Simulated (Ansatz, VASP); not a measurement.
**Re in VASP and in Ansatz**

```
Re
1.0
     0.00000    1.96839    1.96839
     1.96839    0.00000    1.96839
     1.96839    1.96839    0.00000
Re
1
Direct
  0.00000 0.00000 0.00000
```

Change from the starting cell: volume scaled by 0.99.

Alike in both runs: task single point; functional PBE; k mesh 14 × 14 × 14; occupations fermi-dirac, width 0.03 eV; no spin polarisation.

|  | VASP | Ansatz |
| --- | --- | --- |
| version | VASP 6.6.1 | Ansatz 0.2.0 |
| potentials or method | VASP PAW PBE potentials, release 64 (Re), cutoff 520 eV | all-electron LAPW, scalar-relativistic |

|  | VASP | Ansatz | Ansatz less VASP |
| --- | --- | --- | --- |
| pressure (GPa) | -6.5 | -5.8 | +0.76 |

Ansatz ran all-electron here, and VASP with PAW potentials.

Spin-orbit coupling is off throughout.
